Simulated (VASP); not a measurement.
# InPd: single point with PBEsol

Crystal: InPd.

```
In Pd
1.0
     3.13300    0.00000    0.00000
     0.00000    3.13300    0.00000
     0.00000    0.00000    3.47389
In Pd
1 1
Direct
  0.99007 0.00000 0.00000
  0.51072 0.50000 0.50000
```

This cell differs from its parent crystal: mode 4 frozen in at -0.035 Å, strain +e along z and -e/2 along x and y +0.0700.

```yaml
Program: VASP 6.6.1
Task: single point
Functional: PBEsol
Potentials_or_basis: VASP PAW PBE potentials, release 64 (In_d, Pd)
Cutoff: 520 eV
k_mesh: 14 × 14 × 14
Occupations: gaussian, width 0.15 eV
Spin: no spin polarisation
Dipole_correction: no
Further_INCAR_settings: ALGO = Fast; EDIFF = 1e-06; NBANDS = 18
```

```yaml
Pressure: 1.1 GPa
Largest_force: 0.257 eV/Å
```

Forces in eV/Å, atoms in the order of the input:
```
In   0.257  0.000  0.000
Pd  -0.257  0.000  0.000
```

Stress tensor (GPa, compression positive):
```
 1.81  0.00  0.00
 0.00  1.97  0.00
 0.00  0.00 -0.53
```

Levels at points of the mesh, in eV from the Fermi level:
```tsv
k point	band 8	band 9	band 10	band 11	band 12	band 13	band 14	band 15	band 16	band 17
(0.00, 0.00, 0.00)	-3.98	-2.43	-2.43	-2.17	2.35	5.16	5.19	8.29	11.39	11.48
(0.50, 0.00, 0.00)	-3.95	-3.84	-3.18	-2.51	-0.80	8.55	8.83	9.27	10.78	10.86
(0.00, 0.50, 0.00)	-3.94	-3.84	-3.17	-2.50	-0.81	8.62	8.84	9.21	10.68	10.85
(0.50, 0.50, 0.00)	-3.01	-3.01	-2.17	-2.15	-1.51	1.91	3.20	8.31	10.33	10.33
(0.00, 0.00, 0.50)	-4.12	-3.20	-3.19	-2.23	-1.89	9.73	9.89	10.47	11.35	11.41
(0.50, 0.00, 0.50)	-2.94	-2.73	-2.63	-2.37	-1.91	1.30	2.26	10.38	11.72	12.12
(0.00, 0.50, 0.50)	-2.96	-2.75	-2.60	-2.36	-1.91	1.30	2.26	10.39	11.74	12.13
(0.50, 0.50, 0.50)	-5.07	-1.95	-1.49	0.03	3.66	3.75	3.79	4.01	4.15	5.30
```

It took 2.7 min on 1 thread of AMD EPYC 9R45 96-Core Processor (Zen 5), with other jobs on the host, peak memory 0.39 GiB.

Caveat: the cell differs from its parent crystal (mode 4 frozen in at -0.035 Å, strain +e along z and -e/2 along x and y +0.0700); the PAW data sets were made with another functional, which shifts forces and pressure a little; spin-orbit coupling is left out, which moves the levels of the heavy elements.
